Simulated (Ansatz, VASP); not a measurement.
## C in VASP and in Ansatz

INCAR

```
PREC     = Accurate       # precision mode
ENCUT    = 520            # plane-wave cutoff, eV
EDIFF    = 1E-6           # SCF threshold, eV
ISMEAR   = -1             # smearing method
SIGMA    = 0.05           # smearing width, eV
LREAL    = False          # projectors in reciprocal space
LASPH    = True           # aspherical terms in the spheres
NELM     = 60             # most SCF steps
ALGO     = Normal         # electronic algorithm
ISIF     = 2              # what is computed and relaxed
LWAVE    = False          # write WAVECAR
LCHARG   = False          # write CHGCAR
GGA      = PE             # functional
NBANDS   = 11             # bands
```

The input KPOINTS:

```
Automatic mesh
0
Gamma
  5 5 5
```

File POSCAR:

```
C
1.0
    0.0000000000      2.1270000000      3.3480000000
    1.2280000000      0.0000000000      3.3480000000
    1.2280000000      2.1270000000      0.0000000000
C
2
Direct
    0.1666700000      0.8333300000      0.1666700000
    0.8333300000      0.1666700000      0.8333300000
```

Input for Ansatz:

```yaml
crystal:
  lattice:
    - [0.0, 2.127, 3.348]
    - [1.228, 0.0, 3.348]
    - [1.228, 2.127, 0.0]
  atoms:
    - { symbol: C, position: [0.16667, 0.83333, 0.16667] }
    - { symbol: C, position: [0.83333, 0.16667, 0.83333] }
kpoints:
  mp_grid: { grid: [5, 5, 5] }
scf:
  occupations: { method: fermi_dirac, width: 0.05 }
hamiltonian:
  xc: pbe
  pseudopotentials: { kind: all_electron, lapw: { basis_error: 0.00025 } }
output:
  forces: true
  stress: true
  eigenvalues: true
```

Alike in both runs: task single point; functional PBE; k mesh 5 × 5 × 5; occupations fermi-dirac, width 0.05 eV; no spin polarisation.

|  | VASP | Ansatz |
| --- | --- | --- |
| version | VASP 6.6.1 | Ansatz 0.2.0 |
| potentials or method | VASP PAW PBE potentials, release 64 (C), cutoff 520 eV | all-electron LAPW, scalar-relativistic |

```csv
,VASP,Ansatz,Ansatz less VASP
pressure (GPa),5.2,4.7,-0.51
"traceless stress, the component that is largest in VASP (GPa)",-1.75,-1.12,+0.623
rms of the force components (eV/Å),0.040,0.040,+0.0001
```

Atom by atom the forces differ by 0.000 eV/Å (rms over components). Ansatz ran all-electron here, and VASP with PAW potentials.

The k mesh is coarse, so the values compare programs but aren't converged.
